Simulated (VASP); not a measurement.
# In (Im-3m) in VASP: a series of runs

In is run at these levels: PBE; tasks: single point.

Everything below comes from runs of VASP 6.6.1. Logs are shortened: lines on timing, memory, paths and dates and some standing lists are left out, and cuts for length are marked.

**1. The cell of the first run**

Symmetry: Im-3m, No. 229, cubic system. The conventional cell has a = 3.812 Å, b = 3.812 Å, c = 3.812 Å, α = 90.00°, β = 90.00°, γ = 90.00°. In (site symmetry m-3m) has 14 In at 3.30 to 3.81 Å within 4.3 Å.

This isn't the form of In at room conditions, which is tetragonal.

**2. Single point, PBE, non-collinear spin, zero start, spin-orbit coupling**

INCAR reads:

```
ALGO = Normal ; EDIFF = 1E-6
ENCUT = 520 ; GGA = PE
GGA_COMPAT = False ; ISIF = 2
ISMEAR = -1 ; LASPH = True
LCHARG = False ; LORBIT = 11
LORBMOM = True ; LREAL = False
LSORBIT = True ; LWAVE = False
MAGMOM = 0 0 0 ; NBANDS = 24
NELM = 150 ; PREC = Accurate
SIGMA = 0.05
```

KPOINTS reads:

```
k-points
0
Gamma
  15 15 15
```

POSCAR reads:

```
In
1.0
   -1.9059748165      1.9059748165      1.9059748165
    1.9059748165     -1.9059748165      1.9059748165
    1.9059748165      1.9059748165     -1.9059748165
In
1
Direct
    0.0000000000      0.0000000000      0.0000000000
```

Potentials or basis: VASP PAW PBE potentials, release 64 (In_d).

Started as:

```bash
cat potpaw_PBE.64/In_d/POTCAR > POTCAR
mpirun -np 1 vasp_ncl > vasp.out
```

OUTCAR:

```text
EDIFF = 1E-6
   ENCUT = 520
   GGA = PE
   ISIF = 2
   ISMEAR = -1
   LASPH = True
   LORBIT = 11
   LREAL = False
   LSORBIT = True
   NELM = 150
   PREC = Accurate

 ion  position               nearest neighbor table
   1  0.000  0.000  0.000-

  LATTYP: Found a body centered cubic cell.
 ALAT       =     3.8119496330

  Lattice vectors:

 A1 = (  -1.9059748165,   1.9059748165,   1.9059748165)
 A2 = (   1.9059748165,  -1.9059748165,   1.9059748165)
 A3 = (   1.9059748165,   1.9059748165,  -1.9059748165)

Analysis of symmetry for initial positions (statically):
=====================================================================
 Subroutine PRICEL returns:
 Original cell was already a primitive cell.

 Routine SETGRP: Setting up the symmetry group for a
 body centered cubic supercell.

 Subroutine GETGRP returns: Found 48 space group operations
 (whereof 48 operations were pure point group operations)
 out of a pool of 48 trial point group operations.

The static configuration has the point symmetry O_h .

Analysis of symmetry for dynamics (positions and initial velocities):
=====================================================================
 Subroutine PRICEL returns:
 Original cell was already a primitive cell.

 Routine SETGRP: Setting up the symmetry group for a
 body centered cubic supercell.

 Subroutine GETGRP returns: Found 48 space group operations
 (whereof 48 operations were pure point group operations)
 out of a pool of 48 trial point group operations.

The dynamic configuration has the point symmetry O_h .

Analysis of structural, dynamic, and magnetic symmetry:
=====================================================================
 Subroutine PRICEL returns:
 Original cell was already a primitive cell.

 Routine SETGRP: Setting up the symmetry group for a
 body centered cubic supercell.

 Subroutine GETGRP returns: Found 48 space group operations
 (whereof 48 operations were pure point group operations)
 out of a pool of 48 trial point group operations.

The overall configuration has the point symmetry O_h .

 Subroutine INISYM returns: Found 48 space group operations
 (whereof 48 operations are pure point group operations),
 and found     1 'primitive' translations

----------------------------------------------------------------------------------------

                                     Primitive cell

  volume of cell :      27.6956

  direct lattice vectors                    reciprocal lattice vectors
    -1.905974816  1.905974816  1.905974816     0.000000000  0.262332952  0.262332952
     1.905974816 -1.905974816  1.905974816     0.262332952  0.000000000  0.262332952
     1.905974816  1.905974816 -1.905974816     0.262332952  0.262332952  0.000000000

  length of vectors
     3.301245220  3.301245220  3.301245220     0.370994819  0.370994819  0.370994819

  position of ions in fractional coordinates (direct lattice)
     0.000000000  0.000000000  0.000000000

  ion indices of the primitive-cell ions
   primitive index   ion index
                 1           1

----------------------------------------------------------------------------------------

 KPOINTS: k-points

Automatic generation of k-mesh.
 Grid dimensions read from file:
 generate k-points for:   15   15   15

 Generating k-lattice:

  Cartesian coordinates                     Fractional coordinates (reciprocal lattice)
     0.000000000  0.017488863  0.017488863     0.066666667  0.000000000  0.000000000
     0.017488863  0.000000000  0.017488863     0.000000000  0.066666667  0.000000000
     0.017488863  0.017488863  0.000000000     0.000000000  0.000000000  0.066666667

  Length of vectors
     0.024732988  0.024732988  0.024732988

  Shift w.r.t. Gamma in fractional coordinates (k-lattice)
[... 47 lines left out ...]
   LNONCOLLINEAR =      T non collinear calculations
   LSORBIT =      T    spin-orbit coupling
   LASPH  =      T    aspherical Exc in radial PAW
   ENCUT  =  520.0 eV  38.22 Ry    6.18 a.u.   6.14  6.14  6.14*2*pi/ulx,y,z
   NELM   =    150;   NELMIN=  2; NELMDL= -5     # of ELM steps
   EDIFF  = 0.1E-05   stopping-criterion for ELM
   LREAL  =      F    real-space projection
   EDIFFG = 0.1E-04   stopping-criterion for IOM
   NSW    =      0    number of steps for IOM
   IBRION =     -1    ionic relax: 0-MD 1-quasi-New 2-CG
   NFREE  =      0    steps in history (QN), initial steepest desc. (CG)
   ISIF   =      2    stress and relaxation
   ISYM   =      2    0-nonsym 1-usesym 2-fastsym
   POTIM  = 0.5000    time-step for ionic-motion
   TEBEG  =    0.0;   TEEND  =   0.0 temperature during run
   PSTRESS=    0.0 pullay stress
   NELECT =      13.0000    total number of electrons
   NUPDOWN=      -1.0000    fix difference up-down
   EMIN   =  10.00;   EMAX   =-10.00  energy-range for DOS
   EFERMI =   0.00;   METHOD = LEGACY
   ISMEAR =    -1;   SIGMA  =   0.05  broadening in eV -4-tet -1-fermi 0-gaus
   EFERMI_NEDOS =   21; number of points for ismear=-14 and -15
   IALGO  =     38    algorithm
   IMIX   =      4    mixing-type and parameters
     AMIX     =   0.40;   BMIX     =  1.00
     AMIX_MAG =   1.60;   BMIX_MAG =  1.00
  volume/ion in A,a.u.               =      27.70       186.90
  Fermi-wavevector in a.u.,A,eV,Ry     =   1.272288  2.404276 22.023981  1.618717
  Thomas-Fermi vector in A             =   2.405175
   LORBIT       =     11    0 simple, 1 ext, 2 COOP (PROOUT), +10 PAW based schemes
   GGA     = PE    functional components
   LHFCALC =     F    Hartree Fock is set to
   AEXX    =    0.0000 exact exchange contribution
   IVDW    =     0    specifies the selected vdW correction
   LEPSILON=     F    determine dielectric tensor
   LRPA    =     F    only Hartree local field effects (RPA)
  energy-cutoff  :      520.00
  volume of cell :       27.70
 maximum number of plane-waves:      1534
 NGX is ok and might be reduce to    28
   NGX = 13   NGY = 13   NGZ = 13

 number of electron      13.0000000 magnetization       0.0000000      0.0000000      0.0000000

 number of electron      13.0000003 magnetization       0.0000000     -0.0000000      0.0000000

 number of electron      13.0000003 magnetization      -0.0000000      0.0000000     -0.0000000

 Free energy of the ion-electron system (eV)
  ---------------------------------------------------
  ext. energy  EPLUGINS =         0.00000000
  ---------------------------------------------------
  free energy    TOTEN  =        -2.58382346 eV

  energy without entropy =       -2.57904677  energy(sigma->0) =       -2.58143512

 E-fermi :   6.8956     XC(G=0):  -9.9867

 val. band max:        6.8559308136   @ k =   0.3333   0.2667   0.0667
 cond. band min:       6.9197540175   @ k =   0.2667   0.2667   0.1333
 fundamental gap:      0.0638232039
 Fermi energy:         6.8955827071

 k-point     1 :       0.0000    0.0000    0.0000
  band No.  band energies     occupation
      1      -8.1597      1.00000
      2      -8.1597      1.00000
      3      -8.1597      1.00000
      4      -8.1597      1.00000
      5      -7.3941      1.00000
      6      -7.3941      1.00000
[... 637 lines left out ...]
     23      21.8460      0.00000
     24      21.8461      0.00000

 [... further k-points ...]

------------------------ aborting loop because EDIFF is reached ----------------------------------------

  FORCE on cell =-STRESS in cart. coord.  units (eV):
  Direction    XX          YY          ZZ          XY          YZ          ZX
  --------------------------------------------------------------------------------------
  -------------------------------------------------------------------------------------
  Total        0.0008999      0.0008999      0.0008999      0.0000000      0.0000000     -0.0000000
  in kB        0.0520586      0.0520586      0.0520586      0.0000000      0.0000000     -0.0000000
  external PRESSURE =       0.0520586 kB  Pullay stress =       0.0000000 kB

 VOLUME and BASIS-vectors are now :
 -----------------------------------------------------------------------------
  energy-cutoff  :      520.00
  volume of cell :       27.70
      direct lattice vectors                 reciprocal lattice vectors
    -1.905974816  1.905974816  1.905974816     0.000000000  0.262332952  0.262332952
     1.905974816 -1.905974816  1.905974816     0.262332952  0.000000000  0.262332952
     1.905974816  1.905974816 -1.905974816     0.262332952  0.262332952  0.000000000

 POSITION                                       TOTAL-FORCE (eV/Angst)
 -----------------------------------------------------------------------------------
      0.00000      0.00000      0.00000        -0.000000      0.000000      0.000000
 -----------------------------------------------------------------------------------
    total drift:                               -0.000000     -0.000000     -0.000000

  FREE ENERGIE OF THE ION-ELECTRON SYSTEM (eV)
  ---------------------------------------------------
  free  energy   TOTEN  =        -2.5838234630 eV

  energy  without entropy=       -2.5790467681  energy(sigma->0) =       -2.58143512

 orbital moment (x)

 # of ion     p       d       tot
 ----------------------------------------
  1         0.000  -0.000  -0.000
 ----------------------------------------
            0.000  -0.000  -0.000

 orbital moment (y)

 # of ion     p       d       tot
 ----------------------------------------
  1        -0.000   0.000   0.000
 ----------------------------------------
           -0.000   0.000   0.000

 orbital moment (z)

 # of ion     p       d       tot
 ----------------------------------------
  1         0.000   0.000   0.000
 ----------------------------------------
            0.000   0.000   0.000

 Spin-Orbit-Coupling matrix elements

 Ion:    1  E_soc:     -0.0691977
 l=   1
     0.0000000    -0.0052037    -0.0052037
    -0.0052037     0.0000000    -0.0052037
    -0.0052037    -0.0052037     0.0000000
 l=   2
     0.0000000    -0.0012519     0.0000000    -0.0012519    -0.0050773
    -0.0012519     0.0000000    -0.0038080    -0.0012519    -0.0012693
     0.0000000    -0.0038080     0.0000000    -0.0038080     0.0000000
    -0.0012519    -0.0012519    -0.0038080     0.0000000    -0.0012693
    -0.0050773    -0.0012693     0.0000000    -0.0012693     0.0000000
 l=   3
     0.0000000     0.0000000     0.0000000     0.0000000     0.0000000     0.0000000     0.0000000
     0.0000000     0.0000000     0.0000000     0.0000000     0.0000000     0.0000000     0.0000000
     0.0000000     0.0000000     0.0000000     0.0000000     0.0000000     0.0000000     0.0000000
     0.0000000     0.0000000     0.0000000     0.0000000     0.0000000     0.0000000     0.0000000
     0.0000000     0.0000000     0.0000000     0.0000000     0.0000000     0.0000000     0.0000000
     0.0000000     0.0000000     0.0000000     0.0000000     0.0000000     0.0000000     0.0000000
     0.0000000     0.0000000     0.0000000     0.0000000     0.0000000     0.0000000     0.0000000

 total charge

# of ion       s       p       d       tot
------------------------------------------
    1        1.012   0.459   9.846  11.316

 magnetization (x)

# of ion       s       p       d       tot
------------------------------------------
    1        0.000   0.000  -0.000   0.000

 magnetization (y)

# of ion       s       p       d       tot
------------------------------------------
    1        0.000   0.000   0.000   0.000

 magnetization (z)

# of ion       s       p       d       tot
------------------------------------------
    1        0.000  -0.000  -0.000   0.000
```

Run time: 4.3 min. Hardware: 1 thread of Intel Xeon 8259CL, shared host; peak memory 0.31 GiB.

What came out:

```yaml
Free_energy: -2.5838 eV
Pressure: 0.0 GPa
Net_moment: 0.00 μB per cell
Valence_electrons_inside_the_program's_atomic_spheres: In 11.32
```

Moments on the atoms (μB; x, y, z):
```
In  0.00 0.00 0.00
```

**3. Single point, PBE, non-collinear spin, zero start, spin-orbit coupling**

INCAR reads:

```
SYSTEM = In
  PREC = Accurate
  ENCUT = 520
  EDIFF = 1E-6
  ISMEAR = -1
  SIGMA = 0.05
  LREAL = .FALSE.
  LASPH = .TRUE.
  NELM = 150
  ALGO = Normal
  ISIF = 2
  LWAVE = .FALSE.
  LCHARG = .TRUE.
  LNONCOLLINEAR = .TRUE.
  MAGMOM = 0 0 0
  LORBIT = 11
  LSORBIT = .TRUE.
  GGA_COMPAT = .FALSE.
  LORBMOM = .TRUE.
  GGA = PE
  LVHAR = .TRUE.
  NBANDS = 24
```

KPOINTS reads:

```
regular mesh
0
G
  15 15 15
  0 0 0
```

POSCAR is that of step 2.

Potentials or basis: VASP PAW PBE potentials, release 64 (In_d).

Started as:

```bash
cat potpaw_PBE.64/In_d/POTCAR > POTCAR
mpirun -np 1 vasp_ncl > vasp.out
```

Run time: 4.6 min. Hardware: 1 thread of Intel Xeon 8259CL, shared host; peak memory 0.31 GiB.

Results (log left out):

- Free energy: -2.5838 eV
- Pressure: 0.0 GPa
- Net moment: 0.00 μB per cell
- Valence electrons inside the program's atomic spheres: In 11.32

Moments on the atoms (μB; x, y, z):
```
In  0.00 0.00 0.00
```
